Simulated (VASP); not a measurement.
# Cl in VASP: further runs, part 2 of 2

VASP 6.6.1. The steps go on from the part before.

## (5) Single point, PBE+D3(BJ)

Contents of INCAR:

```
ALGO = Normal
EDIFF = 1E-7
ENCUT = 520
GGA = PE
ISIF = 2
ISMEAR = -1
IVDW = 12
LASPH = T
LCHARG = F
LREAL = F
LWAVE = F
NBANDS = 54
NELM = 80
PREC = Accurate
SIGMA = 0.02
```

Contents of KPOINTS:

```
k-points
0
Gamma
  1 1 1
```

Contents of POSCAR:

```
Cl
1.0
    7.6630940000      0.0000000000      0.0000000000
    0.0000000000      7.6630940000      0.0000000000
    0.0000000000      0.0000000000      7.6630940000
Cl
12
Direct
    0.5439708817      0.3574665794      0.1639938124
    0.2934323917      0.3670580056      0.0625726371
    0.6457052465      0.6416468335      0.6149082864
    0.4352028045      0.7008526843      0.4738816984
    0.8055231999      0.3947622201      0.9430003077
    1.0451783575      0.3857971728      0.8191338903
    0.0978064474      0.9016593037      0.6790338211
    0.0825384629      0.8933467344      0.3921523082
    0.6899824014     -0.1198602027      0.9942459273
    0.6806258673      0.0316190823      0.7748697850
    0.0615808706      0.8799317873      0.0098785164
    0.3356216171      0.8735375033      0.0095392279
```

Potentials or basis: VASP PAW PBE potentials, release 64 (Cl).

On the command line:

```
> cat potpaw_PBE.64/Cl/POTCAR > POTCAR
> mpirun -np 1 vasp_gam > vasp.out
```

OUTCAR:

```text
EDIFF = 1E-7
   ENCUT = 520
   GGA = PE
   ISIF = 2
   ISMEAR = -1
   IVDW = 12
   LASPH = T
   LREAL = F
   NELM = 80
   PREC = Accurate
 IVDW          = 12

 ion  position               nearest neighbor table
   1  0.544  0.357  0.164-   2 2.07   5 2.64
   2  0.293  0.367  0.063-   1 2.07
[... 264 lines left out ...]
  Total      -2.67576     1.33082    -6.13747    -0.32579     1.48974     0.51517
  in kB      -9.52674     4.73826   -21.85180    -1.15995     5.30406     1.83422
  external pressure =       -8.88 kB  Pullay stress =        0.00 kB

 VOLUME and BASIS-vectors are now :
 -----------------------------------------------------------------------------
  energy-cutoff  :      520.00
  volume of cell :      450.00
      direct lattice vectors                 reciprocal lattice vectors
     7.663094000  0.000000000  0.000000000     0.130495594  0.000000000  0.000000000
     0.000000000  7.663094000  0.000000000     0.000000000  0.130495594  0.000000000
     0.000000000  0.000000000  7.663094000     0.000000000  0.000000000  0.130495594

 POSITION                                       TOTAL-FORCE (eV/Angst)
 -----------------------------------------------------------------------------------
      4.16850      2.73930      1.25670        -0.278919      0.035001      0.039862
      2.24860      2.81280      0.47950         0.532485      0.006385     -0.284656
      4.94810      4.91700      4.71210         0.108629     -0.410023     -0.092938
      3.33500      5.37070      3.63140        -0.072422      0.135868     -0.125430
      6.17280      3.02510      7.22630         0.095182      0.110481      0.059186
      0.34621      2.95640      6.27710        -0.218330      0.103268      0.344501
      0.74950      6.90950      5.20350        -0.659506     -0.211071     -1.004196
      0.63250      6.84580      3.00510         0.013229     -0.001305      0.165717
      5.28740      6.74459      7.61900        -0.097717      0.561693     -0.706646
      5.21570      0.24230      5.93790        -0.076107     -0.436366      0.818278
      0.47190      6.74300      0.07570         0.002432      0.169554      0.495287
      2.57190      6.69400      0.07310         0.651044     -0.063487      0.291035
 -----------------------------------------------------------------------------------
    total drift:                               -0.000223     -0.000116     -0.000183

  FREE ENERGIE OF THE ION-ELECTRON SYSTEM (eV)
  ---------------------------------------------------
  free  energy   TOTEN  =       -23.8809172241 eV

  energy  without entropy=      -23.8809172241  energy(sigma->0) =      -23.88091722
```

OSZICAR:

```text
N       E                     dE             d eps       ncg     rms          rms(c)
DAV:   1     0.859264010541E+03    0.85926E+03   -0.39097E+04   108   0.136E+03
DAV:   2     0.761587774603E+02   -0.78311E+03   -0.75908E+03   146   0.268E+02
DAV:   3    -0.219111654990E+02   -0.98070E+02   -0.97227E+02   136   0.108E+02
DAV:   4    -0.241511926321E+02   -0.22400E+01   -0.22266E+01   120   0.197E+01
DAV:   5    -0.242116015581E+02   -0.60409E-01   -0.60388E-01   128   0.332E+00    0.269E+01
DAV:   6    -0.229273283640E+02    0.12843E+01   -0.86930E-01   136   0.512E+00    0.172E+01
DAV:   7    -0.225360930135E+02    0.39124E+00   -0.22014E+00   128   0.597E+00    0.208E+00
DAV:   8    -0.225218298459E+02    0.14263E-01   -0.21840E-01   120   0.201E+00    0.163E+00
DAV:   9    -0.225114301436E+02    0.10400E-01   -0.41585E-02   120   0.797E-01    0.545E-01
DAV:  10    -0.225109643336E+02    0.46581E-03   -0.47834E-03   128   0.301E-01    0.265E-01
DAV:  11    -0.225107468265E+02    0.21751E-03   -0.45123E-04   128   0.128E-01    0.114E-01
DAV:  12    -0.225106799677E+02    0.66859E-04   -0.59088E-04   144   0.119E-01    0.470E-02
DAV:  13    -0.225106742349E+02    0.57329E-05   -0.11831E-04   120   0.441E-02    0.392E-02
DAV:  14    -0.225106663002E+02    0.79346E-05   -0.21236E-05   120   0.181E-02    0.168E-02
DAV:  15    -0.225106631874E+02    0.31128E-05   -0.52928E-06   128   0.128E-02    0.613E-03
DAV:  16    -0.225106627055E+02    0.48190E-06   -0.30025E-06   128   0.744E-03    0.406E-03
DAV:  17    -0.225106626557E+02    0.49789E-07   -0.43496E-07   112   0.268E-03
   1 F= -.23880917E+02 E0= -.23880917E+02  d E =-.105587E-10
```

stdout:

```text
POSCAR found type information on POSCAR Cl
 POSCAR found :  1 types and      12 ions
 scaLAPACK will be used
 LDA part: xc-table for (Slater+PW92), standard interpolation
 POSCAR, INCAR and KPOINTS ok, starting setup
 FFT: planning ... GRIDC
 FFT: planning ... GRID_SOFT
 FFT: planning ... GRID
 WAVECAR not read
 entering main loop
```

It took 45 s on 1 thread of Intel Xeon Platinum 8259CL at 2.50GHz (Skylake/Cascade Lake), shared host; peak memory 0.45 GiB.

Results:

```
Free energy                : -23.8809 eV
Pressure                   : -0.9 GPa
Largest force              : 1.220 eV/Å
Dispersion energy per atom : -0.114 eV
```

Forces in eV/Å, atoms in the order of the input:
```
Cl  -0.279  0.035  0.040
Cl   0.532  0.006 -0.285
Cl   0.109 -0.410 -0.093
Cl  -0.072  0.136 -0.125
Cl   0.095  0.110  0.059
Cl  -0.218  0.103  0.345
Cl  -0.660 -0.211 -1.004
Cl   0.013 -0.001  0.166
Cl  -0.098  0.562 -0.707
Cl  -0.076 -0.436  0.818
Cl   0.002  0.170  0.495
Cl   0.651 -0.063  0.291
```

Stress tensor (GPa, compression positive):
```
-0.95 -0.12  0.18
-0.12  0.47  0.53
 0.18  0.53 -2.19
```

Caveat: the k points lie up to 0.82 Å⁻¹ apart, too coarse for converged energies, forces and pressures.

## (6) Single point, PBE+D3(BJ)

Contents of INCAR:

```
SYSTEM = Cl
ALGO = Normal
EDIFF = 1E-6
ENCUT = 520
GGA = PE
ISIF = 2
ISMEAR = -1
IVDW = 12
LASPH = .True.
LCHARG = .False.
LREAL = .False.
LWAVE = .False.
NBANDS = 54
NELM = 60
PREC = Accurate
SIGMA = 0.02
```

Contents of KPOINTS:

```
k-points
0
Gamma
  1 1 1
  0 0 0
```

Contents of POSCAR:

```
Cl
1.0
    7.6630940000      0.0000000000      0.0000000000
    0.0000000000      7.6630940000      0.0000000000
    0.0000000000      0.0000000000      7.6630940000
Cl
12
Direct
    0.5904925608      0.3521032105      0.1477079623
    0.3454218361      0.3715079053      0.0405580305
    0.6060737347      0.5290421858      0.6263657995
    0.5381116296      0.6873072417      0.4355420931
    0.8504006345      0.4172466108      0.9623658538
    1.0972069506      0.4583266237      0.8360069706
    0.0482964192      0.8684873238      0.6707082022
    0.0168208820      0.9042039677      0.4023962123
    0.6572280074     -0.0946876027      0.9890783018
    0.6366619018      0.0432201406      0.7642996419
    0.0334851693      0.8919243324      0.0289047740
    0.2969557727      0.8791357642      0.0332763764
```

Potentials or basis: VASP PAW PBE potentials, release 64 (Cl).

On the command line:

```
> cat potpaw_PBE.64/Cl/POTCAR > POTCAR
> mpirun -np 1 vasp_gam > vasp.out
```

Wall time 43 s (1 thread of Intel Xeon Platinum 8259CL at 2.50GHz (Skylake/Cascade Lake), shared host); peak memory 0.45 GiB.

The run converged. Its results:

```
Free energy                : -24.0016 eV
Pressure                   : -0.4 GPa
Largest force              : 1.184 eV/Å
Dispersion energy per atom : -0.113 eV
```

Forces in eV/Å, atoms in the order of the input:
```
Cl   0.194 -0.320  0.376
Cl   0.072  0.335 -0.450
Cl   0.181 -0.267  0.318
Cl  -0.281  0.405 -0.304
Cl   0.379  0.111 -0.334
Cl  -0.558 -0.340  0.479
Cl  -0.336  0.365  0.043
Cl   0.211 -0.228 -0.399
Cl   0.027  0.149 -0.330
Cl  -0.012 -0.287  0.544
Cl  -1.059  0.013  0.032
Cl   1.182  0.065  0.028
```

Stress tensor (GPa, compression positive):
```
-0.36 -0.21  0.42
-0.21  0.33  0.19
 0.42  0.19 -1.21
```

Levels at points of the mesh, in eV from the Fermi level:
```csv
k point,band 38,band 39,band 40,band 41,band 42,band 43,band 44,band 45,band 46,band 47
"(0.00, 0.00, 0.00)",-1.06,-1.00,-0.87,-0.61,-0.55,1.01,1.36,2.26,2.47,2.48
```

Caveat: the k points lie up to 0.82 Å⁻¹ apart, too coarse for converged energies, forces and pressures; the atoms stand as in a frame of molecular dynamics.

## (7) The runs side by side

| cell | pressure (GPa) | largest force (eV/Å) |
| --- | --- | --- |
| as given, atomic positions A | -1.3 | 0.34 |
| as given, atomic positions B | -0.7 | 0.76 |
| as given, atomic positions C | -0.8 | 1.22 |
| as given, atomic positions D | -0.9 | 1.22 |
| as given, atomic positions E | -0.4 | 1.18 |

Alike in all rows: task single point; level PBE+D3(BJ); potentials or basis VASP PAW PBE potentials, release 64 (Cl); no spin polarisation; k mesh 1 × 1 × 1; cutoff (eV) 520; smearing fermi-dirac 0.02 eV.

Caveats: all runs use coarse meshes; the atoms stand as in a frame of molecular dynamics (at least some runs).

Absolute energies hang on the potentials; compare differences alone.
